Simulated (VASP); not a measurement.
# TiC in VASP: notebook

TiC is run at these levels: PBE+D3(BJ); tasks: single point.

All numbers are computed with VASP 6.6.1; they aren't measurements. Logs are shortened: lines on timing, memory, paths and dates and some standing lists are left out, and cuts for length are marked.

## (1) The cell of the first run

The cell holds a slab with vacuum, 24 atoms: a = 6.069 Å, b = 6.069 Å, c = 22.194 Å, α = 90.00°, β = 90.00°, γ = 120.00°.

## (2) Single point, PBE+D3(BJ)

The input, INCAR:

```
SYSTEM = TiC
PREC = Accurate ; ENCUT = 520
EDIFF = 1E-7 ; ISMEAR = 0
SIGMA = 0.1 ; LREAL = Auto
LASPH = .True. ; NELM = 100
ALGO = Normal ; ISIF = 2
LWAVE = .False. ; LCHARG = .True.
LDIPOL = .True. ; IDIPOL = 3
DIPOL = 0.5 0.5 0.500 ; GGA = PE
IVDW = 12 ; LELF = .True.
LVHAR = .True. ; LVACPOTAV = .True.
NBANDS = 114
```

The input, KPOINTS:

```
regular mesh
0
Gamma
  4 4 1
  0 0 0
```

The input, POSCAR:

```
TiC
1.0
    6.0686302234      0.0000000000      0.0000000000
   -3.0343151117      5.2555879396      0.0000000000
    0.0000000000      0.0000000000     22.1937697854
C Ti
12 12
Direct
    0.1666666667      0.3333333333      0.3604615204
    0.1666666667      0.8333333333      0.3604615204
    0.6666666667      0.3333333333      0.3604615204
    0.6666666667      0.8333333333      0.3604615204
    0.5000000000      0.5000000000      0.4720923041
    0.5000000000      0.0000000000      0.4720923041
    0.0000000000      0.5000000000      0.4720923041
    0.0000000000      0.0000000000      0.4720923041
    0.8333333333      0.6666666667      0.5876857418
    0.8333333333      0.1666666667      0.5876857418
    0.3333333333      0.6666666667      0.5876857418
    0.3333333333      0.1666666667      0.5876857418
    0.3333333333      0.1666666667      0.4162769122
    0.3333333333      0.6666666667      0.4162769122
    0.8333333333      0.1666666667      0.4162769122
    0.8333333333      0.6666666667      0.4162769122
    0.6666666667      0.3333333333      0.5271036205
    0.6666666667      0.8333333333      0.5271036205
    0.1666666667      0.3333333333      0.5271036205
    0.1666666667      0.8333333333      0.5271036205
    0.0000000000      0.5000000000      0.6349812467
    0.0000000000      0.0000000000      0.6349812467
    0.5000000000      0.5000000000      0.6349812467
    0.5000000000      0.0000000000      0.6349812467
```

Potentials or basis: VASP PAW PBE potentials, release 64 (C, Ti_sv).

Started as:

```
$ cat potpaw_PBE.64/C/POTCAR potpaw_PBE.64/Ti_sv/POTCAR > POTCAR
$ mpirun -np 1 vasp_std > vasp.out
```

OUTCAR:

```text
SYSTEM = TiC
   PREC = Accurate
   ENCUT = 520
   EDIFF = 1E-7
   ISMEAR = 0
   LREAL = Auto
   LASPH = .True.
   NELM = 100
   ISIF = 2
   GGA = PE
   IVDW = 12
 IVDW          = 12

 ion  position               nearest neighbor table
   1  0.167  0.333  0.360-  13 2.15  14 2.15  15 2.15
   2  0.167  0.833  0.360-  14 2.15  13 2.15  16 2.15
   3  0.667  0.333  0.360-  15 2.15  16 2.15  13 2.15
   4  0.667  0.833  0.360-  16 2.15  15 2.15  14 2.15
   5  0.500  0.500  0.472-  18 2.14  19 2.14  17 2.14  13 2.15  16 2.15  14 2.15
   6  0.500  0.000  0.472-  17 2.14  20 2.14  18 2.14  14 2.15  15 2.15  13 2.15
   7  0.000  0.500  0.472-  20 2.14  17 2.14  19 2.14  15 2.15  14 2.15  16 2.15
   8  0.000  0.000  0.472-  19 2.14  18 2.14  20 2.14  16 2.15  13 2.15  15 2.15
   9  0.833  0.667  0.588-  22 2.04  23 2.04  21 2.04  18 2.21  17 2.21  20 2.21
  10  0.833  0.167  0.588-  21 2.04  24 2.04  22 2.04  17 2.21  18 2.21  19 2.21
[... 8 lines left out ...]
  19  0.167  0.333  0.527-   8 2.14   5 2.14   7 2.14  12 2.21  11 2.21  10 2.21
  20  0.167  0.833  0.527-   7 2.14   6 2.14   8 2.14  11 2.21  12 2.21   9 2.21
  21  0.000  0.500  0.635-  10 2.04  11 2.04   9 2.04
  22  0.000  0.000  0.635-   9 2.04  12 2.04  10 2.04
  23  0.500  0.500  0.635-  12 2.04   9 2.04  11 2.04
  24  0.500  0.000  0.635-  11 2.04  10 2.04  12 2.04

  LATTYP: Found a hexagonal cell.
 ALAT       =     6.0686302234
 C/A-ratio  =     3.6571300225

  Lattice vectors:

 A1 = (   6.0686302234,   0.0000000000,   0.0000000000)
 A2 = (  -3.0343151117,   5.2555879396,   0.0000000000)
 A3 = (   0.0000000000,   0.0000000000,  22.1937697854)

Analysis of symmetry for initial positions (statically):
=====================================================================
 Subroutine PRICEL returns following result:

  LATTYP: Found a hexagonal cell.
 ALAT       =     3.0343151117
 C/A-ratio  =     7.3142600450

  Lattice vectors:

 A1 = (   3.0343151117,   0.0000000000,   0.0000000000)
 A2 = (  -1.5171575558,   2.6277939698,   0.0000000000)
 A3 = (   0.0000000000,   0.0000000000,  22.1937697854)

   4 primitive cells build up your supercell.

 Routine SETGRP: Setting up the symmetry group for a
 hexagonal supercell.

 Subroutine GETGRP returns: Found  6 space group operations
 (whereof  6 operations were pure point group operations)
 out of a pool of 24 trial point group operations.

The static configuration has the point symmetry C_3v.

Analysis of symmetry for dynamics (positions and initial velocities):
=====================================================================
 Subroutine PRICEL returns following result:

  LATTYP: Found a hexagonal cell.
 ALAT       =     3.0343151117
 C/A-ratio  =     7.3142600450

  Lattice vectors:

 A1 = (   3.0343151117,   0.0000000000,   0.0000000000)
 A2 = (  -1.5171575558,   2.6277939698,   0.0000000000)
 A3 = (   0.0000000000,   0.0000000000,  22.1937697854)

   4 primitive cells build up your supercell.

 Routine SETGRP: Setting up the symmetry group for a
 hexagonal supercell.

 Subroutine GETGRP returns: Found  6 space group operations
 (whereof  6 operations were pure point group operations)
 out of a pool of 24 trial point group operations.

The dynamic configuration has the point symmetry C_3v.

 Subroutine INISYM returns: Found  6 space group operations
 (whereof  6 operations are pure point group operations),
 and found     4 'primitive' translations

----------------------------------------------------------------------------------------

                                     Primitive cell

  volume of cell :     176.9632

  direct lattice vectors                    reciprocal lattice vectors
     3.034315112  0.000000000  0.000000000     0.329563662  0.190273669  0.000000000
    -1.517157556  2.627793970  0.000000000     0.000000000  0.380547338  0.000000000
     0.000000000  0.000000000 22.193769785     0.000000000  0.000000000  0.045057690

  length of vectors
     3.034315112  3.034315112 22.193769785     0.380547338  0.380547338  0.045057690

  position of ions in fractional coordinates (direct lattice)
     0.333333333  0.666666667  0.360461520
     1.000000000  1.000000000  0.472092304
     0.666666667  0.333333333  0.587685742
     0.666666667  0.333333333  0.416276912
     0.333333333  0.666666667  0.527103621
     1.000000000  1.000000000  0.634981247

  ion indices of the primitive-cell ions
   primitive index   ion index
                 1           1
                 2           7
                 3          12
                 4          13
                 5          19
                 6          21

----------------------------------------------------------------------------------------

 KPOINTS: regular mesh

Automatic generation of k-mesh.
 Grid dimensions read from file:
 generate k-points for:    4    4    1

 Generating k-lattice:

  Cartesian coordinates                     Fractional coordinates (reciprocal lattice)
     0.041195458  0.023784209  0.000000000     0.250000000 -0.000000000  0.000000000
     0.000000000  0.047568417  0.000000000     0.000000000  0.250000000  0.000000000
     0.000000000  0.000000000  0.045057690     0.000000000  0.000000000  1.000000000

  Length of vectors
     0.047568417  0.047568417  0.045057690

  Shift w.r.t. Gamma in fractional coordinates (k-lattice)
     0.000000000  0.000000000  0.000000000

 Subroutine IBZKPT returns following result:
 ===========================================

 Found      4 irreducible k-points:

 Following reciprocal coordinates:
            Coordinates               Weight
  0.000000  0.000000  0.000000      1.000000
  0.250000 -0.000000  0.000000      6.000000
  0.500000 -0.000000  0.000000      3.000000
  0.250000  0.250000  0.000000      6.000000
   k-points           NKPTS =      4   k-points in BZ     NKDIM =      4   number of bands    NBANDS=    114
   number of dos      NEDOS =    301   number of ions     NIONS =     24
   total plane-waves  NPLWV = 387072
   dimension x,y,z NGX =    48 NGY =   48 NGZ =  168
   dimension x,y,z NGXF=    96 NGYF=   96 NGZF=  336
   ions per type =              12  12
   NGX,Y,Z   is equivalent  to a cutoff of  13.15, 13.15, 12.58 a.u.
   NGXF,Y,Z  is equivalent  to a cutoff of  26.30, 26.30, 25.17 a.u.
 SYSTEM =  TiC
   PREC   = accura    normal or accurate (medium, high low for compatibility)
   ISTART =      0    job   : 0-new  1-cont  2-samecut
   ICHARG =      2    charge: 1-file 2-atom 10-const
   ISPIN  =      1    spin polarized calculation?
   LNONCOLLINEAR =      F non collinear calculations
   LSORBIT =      F    spin-orbit coupling
   LASPH  =      T    aspherical Exc in radial PAW
   ENCUT  =  520.0 eV  38.22 Ry    6.18 a.u.  11.28 11.28 41.27*2*pi/ulx,y,z
   NELM   =    100;   NELMIN=  2; NELMDL= -5     # of ELM steps
   EDIFF  = 0.1E-06   stopping-criterion for ELM
   LREAL  =      T    real-space projection
   EDIFFG = 0.1E-05   stopping-criterion for IOM
   NSW    =      0    number of steps for IOM
   IBRION =     -1    ionic relax: 0-MD 1-quasi-New 2-CG
   NFREE  =      0    steps in history (QN), initial steepest desc. (CG)
   ISIF   =      2    stress and relaxation
   ISYM   =      2    0-nonsym 1-usesym 2-fastsym
   POTIM  = 0.5000    time-step for ionic-motion
   TEBEG  =    0.0;   TEEND  =   0.0 temperature during run
   PSTRESS=    0.0 pullay stress
   NELECT =     192.0000    total number of electrons
   NUPDOWN=      -1.0000    fix difference up-down
   EMIN   =  10.00;   EMAX   =-10.00  energy-range for DOS
   EFERMI =   0.00;   METHOD = LEGACY
   ISMEAR =     0;   SIGMA  =   0.10  broadening in eV -4-tet -1-fermi 0-gaus
   EFERMI_NEDOS =   21; number of points for ismear=-14 and -15
   IALGO  =     38    algorithm
   IMIX   =      4    mixing-type and parameters
     AMIX     =   0.40;   BMIX     =  1.00
     AMIX_MAG =   1.60;   BMIX_MAG =  1.00
  volume/ion in A,a.u.               =      29.49       199.03
  Fermi-wavevector in a.u.,A,eV,Ry     =   1.059728  2.002595 15.279648  1.123022
  Thomas-Fermi vector in A             =   2.195083
   LORBIT       =      0    0 simple, 1 ext, 2 COOP (PROOUT), +10 PAW based schemes
   GGA     = PE    functional components
   LHFCALC =     F    Hartree Fock is set to
   AEXX    =    0.0000 exact exchange contribution
   IVDW    =    12    specifies the selected vdW correction
   LEPSILON=     F    determine dielectric tensor
   LRPA    =     F    only Hartree local field effects (RPA)
 non-spin polarized calculation
 Gauss-broadening in eV      SIGMA  =   0.10
  energy-cutoff  :      520.00
  volume of cell :      707.85
 maximum number of plane-waves:     19100
 NGX is ok and might be reduce to    48
   NGX = 23   NGY = 23   NGZ = 83

 dipolmoment           0.000000      0.000000      0.116629 electrons x Angstroem

 number of electron     191.9999980 magnetization

 dipolmoment           0.000000      0.000000     -0.383762 electrons x Angstroem

 Free energy of the ion-electron system (eV)
  ---------------------------------------------------
  ext. energy  EPLUGINS =         0.00000000
  ---------------------------------------------------
  free energy    TOTEN  =      -201.65873149 eV

  energy without entropy =     -201.54970082  energy(sigma->0) =     -201.60421616

 E-fermi :  -0.3148     XC(G=0):  -5.3261

 val. band max:       -0.3460365958   @ k =   0.2500  -0.0000   0.0000
 cond. band min:      -0.2581474034   @ k =   0.2500   0.2500   0.0000
 fundamental gap:      0.0878891924
 Fermi energy:        -0.3147785907

 k-point     1 :       0.0000    0.0000    0.0000
  band No.  band energies     occupation
      1     -57.1970      2.00000
      2     -57.1405      2.00000
      3     -57.1405      2.00000
      4     -57.1405      2.00000
      5     -56.9752      2.00000
      6     -56.9228      2.00000
[... 100 lines left out ...]
    107       1.3797      0.00000
    108       1.3797      0.00000

 k-point     2 :       0.2500   -0.0000    0.0000
  band No.  band energies     occupation
      1     -57.1888      2.00000
      2     -57.1488      2.00000
      3     -57.1405      2.00000
      4     -57.1405      2.00000
      5     -56.9676      2.00000
      6     -56.9305      2.00000
[... 100 lines left out ...]
    107       1.2344      0.00000
    108       1.5014      0.00000

 k-point     3 :       0.5000   -0.0000    0.0000
  band No.  band energies     occupation
      1     -57.1689      2.00000
      2     -57.1689      2.00000
      3     -57.1406      2.00000
      4     -57.1406      2.00000
      5     -56.9491      2.00000
      6     -56.9491      2.00000
[... 100 lines left out ...]
    107       1.2211      0.00000
    108       1.2211      0.00000

 k-point     4 :       0.2500    0.2500    0.0000
  band No.  band energies     occupation
      1     -57.1747      2.00000
      2     -57.1547      2.00000
      3     -57.1547      2.00000
      4     -57.1347      2.00000
      5     -56.9545      2.00000
      6     -56.9360      2.00000
[... 100 lines left out ...]
    107       1.0127      0.00000
    108       1.2017      0.00000
 [bands above 108 left out]

------------------------ aborting loop because EDIFF is reached ----------------------------------------

 Edisp (eV)   -7.91051

 E8    (eV) :    -3.5198

  FORCE on cell =-STRESS in cart. coord.  units (eV):
  Direction    XX          YY          ZZ          XY          YZ          ZX
  --------------------------------------------------------------------------------------
  -------------------------------------------------------------------------------------
  Total      -1.51315    -1.51315    -3.69843    -0.00000    -0.00000     0.00000
  in kB      -3.42491    -3.42491    -8.37114    -0.00000    -0.00000     0.00000
  external pressure =       -5.07 kB  Pullay stress =        0.00 kB

 VOLUME and BASIS-vectors are now :
 -----------------------------------------------------------------------------
  energy-cutoff  :      520.00
  volume of cell :      707.85
      direct lattice vectors                 reciprocal lattice vectors
     6.068630223  0.000000000  0.000000000     0.164781831  0.095136834  0.000000000
    -3.034315112  5.255587940  0.000000000     0.000000000  0.190273669  0.000000000
     0.000000000  0.000000000 22.193769785     0.000000000  0.000000000  0.045057690

 POSITION                                       TOTAL-FORCE (eV/Angst)
 -----------------------------------------------------------------------------------
      0.00000      1.75186      8.00000         0.000000     -0.000000      0.691034
     -1.51716      4.37966      8.00000        -0.000000     -0.000000      0.691034
      3.03432      1.75186      8.00000         0.000000     -0.000000      0.691034
      1.51716      4.37966      8.00000         0.000000     -0.000000      0.691034
      1.51716      2.62779     10.47751         0.000000      0.000000     -0.105949
      3.03432      0.00000     10.47751         0.000000      0.000000     -0.105949
[... 16 lines left out ...]
      1.51716      2.62779     14.09263        -0.000000      0.000000      0.017592
      3.03432      0.00000     14.09263         0.000000     -0.000000      0.017592
 -----------------------------------------------------------------------------------
    total drift:                               -0.000002     -0.000000     -0.075141

  FREE ENERGIE OF THE ION-ELECTRON SYSTEM (eV)
  ---------------------------------------------------
  free  energy   TOTEN  =      -209.5692375579 eV

  energy  without entropy=     -209.4602068956  energy(sigma->0) =     -209.51472223

 vacuum level on the upper side and lower side of the slab         4.242         6.419
```

It took 19 min on 1 thread of Intel Xeon Platinum 8259CL at 2.50GHz (Skylake/Cascade Lake), shared host; peak memory 0.86 GiB.

Results:

```
Free energy                : -209.5692 eV
Largest force              : 0.691 eV/Å
Band gap on the k mesh     : zero (bands 96 and 97 overlap by 0.35 eV)
Dispersion energy per atom : -0.330 eV
```

Forces in eV/Å, atoms in the order of the input:
```
C    0.000  0.000  0.691
C    0.000  0.000  0.691
C    0.000  0.000  0.691
C    0.000  0.000  0.691
C    0.000  0.000 -0.106
C    0.000  0.000 -0.106
C    0.000  0.000 -0.106
C    0.000  0.000 -0.106
C    0.000  0.000  0.005
C    0.000  0.000  0.005
C    0.000  0.000  0.005
C    0.000  0.000  0.005
Ti   0.000  0.000 -0.602
Ti   0.000  0.000 -0.602
Ti   0.000  0.000 -0.602
Ti   0.000  0.000 -0.602
Ti   0.000  0.000 -0.005
Ti   0.000  0.000 -0.005
Ti   0.000  0.000 -0.005
Ti   0.000  0.000 -0.005
Ti   0.000  0.000  0.018
Ti   0.000  0.000  0.018
Ti   0.000  0.000  0.018
Ti   0.000  0.000  0.018
```

## (3) Single point, PBE+D3(BJ)

INCAR is that of step 2.

KPOINTS is that of step 2.

The input, POSCAR:

```
TiC
1.0
    6.0686302345      0.0000000000      0.0000000000
   -3.0343151173      5.2555879493      0.0000000000
    0.0000000000      0.0000000000     22.1937697968
C Ti
12 12
Direct
    0.1666666667      0.3333333333      0.3604615202
    0.1666666667      0.8333333333      0.3604615202
    0.6666666667      0.3333333333      0.3604615202
    0.6666666667      0.8333333333      0.3604615202
    0.5000000000      0.5000000000      0.4720923040
    0.5000000000      0.0000000000      0.4720923040
    0.0000000000      0.5000000000      0.4720923040
    0.0000000000      0.0000000000      0.4720923040
    0.8333333333      0.6666666667      0.5876857416
    0.8333333333      0.1666666667      0.5876857416
    0.3333333333      0.6666666667      0.5876857416
    0.3333333333      0.1666666667      0.5876857416
    0.3333333333      0.1666666667      0.4162769121
    0.3333333333      0.6666666667      0.4162769121
    0.8333333333      0.1666666667      0.4162769121
    0.8333333333      0.6666666667      0.4162769121
    0.6666666667      0.3333333333      0.5271036217
    0.6666666667      0.8333333333      0.5271036217
    0.1666666667      0.3333333333      0.5271036217
    0.1666666667      0.8333333333      0.5271036217
    0.0000000000      0.5000000000      0.6349812399
    0.0000000000      0.0000000000      0.6349812399
    0.5000000000      0.5000000000      0.6349812399
    0.5000000000      0.0000000000      0.6349812399
```

Potentials or basis: VASP PAW PBE potentials, release 64 (C, Ti_sv).

Started as:

```
$ cat potpaw_PBE.64/C/POTCAR potpaw_PBE.64/Ti_sv/POTCAR > POTCAR
$ mpirun -np 1 vasp_std > vasp.out
```

Run time: 15 min. Hardware: 1 thread of Intel Xeon Platinum 8559C (Emerald Rapids), shared host; peak memory 0.84 GiB.

Results (log left out):

```yaml
Free_energy: -209.5692 eV
Largest_force: 0.691 eV/Å
Band_gap_on_the_k_mesh: zero (bands 96 and 97 overlap by 0.35 eV)
Dispersion_energy_per_atom: -0.330 eV
```

Forces on the atoms (eV/Å):
```
C    0.000  0.000  0.691
C    0.000  0.000  0.691
C    0.000  0.000  0.691
C    0.000  0.000  0.691
C    0.000  0.000 -0.106
C    0.000  0.000 -0.106
C    0.000  0.000 -0.106
C    0.000  0.000 -0.106
C    0.000  0.000  0.005
C    0.000  0.000  0.005
C    0.000  0.000  0.005
C    0.000  0.000  0.005
Ti   0.000  0.000 -0.602
Ti   0.000  0.000 -0.602
Ti   0.000  0.000 -0.602
Ti   0.000  0.000 -0.602
Ti   0.000  0.000 -0.005
Ti   0.000  0.000 -0.005
Ti   0.000  0.000 -0.005
Ti   0.000  0.000 -0.005
Ti   0.000  0.000  0.018
Ti   0.000  0.000  0.018
Ti   0.000  0.000  0.018
Ti   0.000  0.000  0.018
```

Levels at points of the mesh, in eV from the Fermi level:
| k point | band 93 | band 94 | band 95 | band 96 | band 97 | band 98 | band 99 | band 100 |
| --- | --- | --- | --- | --- | --- | --- | --- | --- |
| (0.00, 0.00, 0.00) | 0.27 | 0.27 | 0.27 | 0.29 | 0.29 | 0.31 | 0.31 | 0.31 |
| (0.50, 0.00, 0.00) | -0.26 | -0.26 | -0.24 | -0.24 | -0.04 | -0.04 | 0.09 | 0.09 |

The gap in the log of VASP goes by the Fermi energy; the results here count the filled bands.